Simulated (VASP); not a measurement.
SnTe, 2 atoms in the cell. Symmetry: Fm-3m, No. 225, cubic system. Conventional cell: a = 6.302 Å, b = 6.302 Å, c = 6.302 Å, α = 90.00°, β = 90.00°, γ = 90.00°. Within 4.1 Å of Te (site symmetry m-3m) lie 6 Sn at 3.15 Å. Sn (site symmetry m-3m) has 6 Te at 3.15 Å within 4.1 Å. 

```yaml
Program: VASP 6.6.1
Task: single point
Functional: PBE-based screened hybrid with 15 % exact exchange
Potentials_or_basis: VASP PAW PBE potentials, release 64 (Te, Sn_d)
Cutoff: 520 eV
k_mesh: 4 × 4 × 4
Occupations: fermi-dirac, width 0.05 eV
Spin: no spin polarisation
Dipole_correction: no
Grid_for_exact_exchange_PRECFOCK: Normal
Share_of_exact_exchange: 0.15
Further_INCAR_settings: ALGO = Normal; EDIFF = 1e-06; NBANDS = 17
Screening_parameter: 0.2 1/Å
```

Potentials or basis: VASP PAW PBE potentials, release 64 (Te, Sn_d).

The run is started by

```sh
$ cat potpaw_PBE.64/Te/POTCAR potpaw_PBE.64/Sn_d/POTCAR > POTCAR
$ cp INCAR.step1 INCAR
$ mpirun -np 1 vasp_std > vasp.out
$ cp INCAR.step2 INCAR
$ mpirun -np 1 vasp_std > vasp.out
```

Hardware: 1 thread of Intel(R) Xeon(R) Platinum 8259CL CPU @ 2.50GHz (Skylake/Cascade Lake), on a shared host.

Estimate the wall time of this run.

It took 13 min on 1 thread of Intel(R) Xeon(R) Platinum 8259CL CPU @ 2.50GHz (Skylake/Cascade Lake), with other jobs on the host, peak memory 0.32 GiB. Counts: k points 8.
